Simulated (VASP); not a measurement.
Set up this calculation in VASP 6.6.1, as the native input.

```yaml
Task: single point
Functional: LDA
Potentials_or_basis: VASP PAW LDA potentials, release 64 (Pt)
Cutoff: 520 eV
k_mesh: 11 × 11 × 11
Occupations: fermi-dirac, width 0.1 eV
Spin: no spin polarisation
Dipole_correction: no
Further_INCAR_settings: ALGO = Normal; EDIFF = 1e-07; NBANDS = 11
```

The structure of Pt lies in POSCAR:

```
Pt
1.0
    0.0000000000      1.9470415363      1.9470415363
    1.9470415363      0.0000000000      1.9470415363
    1.9470415363      1.9470415363      0.0000000000
Pt
1
Direct
    0.0000000000      0.0000000000      0.0000000000
```

One way to write it, as run:

INCAR

```
SYSTEM = Pt
PREC = Accurate ; ENCUT = 520
EDIFF = 1E-7 ; ISMEAR = -1
SIGMA = 0.1 ; LREAL = .FALSE.
LASPH = .TRUE. ; NELM = 60
ALGO = Normal ; ISIF = 2
LWAVE = .FALSE. ; LCHARG = .FALSE.
NBANDS = 11
```

KPOINTS

```
Automatic mesh
0
G
  11 11 11
  0 0 0
```

Potentials or basis: VASP PAW LDA potentials, release 64 (Pt).

Launch:

```console
$ cat potpaw_LDA.64/Pt/POTCAR > POTCAR
$ mpirun -np 1 vasp_std > vasp.out
```

It gave:

```
Pressure               : 0.8 GPa
Band gap on the k mesh : zero (bands 5 and 6 overlap by 2.19 eV)
```

Caveat: spin-orbit coupling is left out, which moves the levels of the heavy elements.

It took 4.8 s on 1 thread of Intel(R) Xeon(R) Platinum 8488C (Sapphire Rapids), on a shared host, peak memory 0.12 GiB.
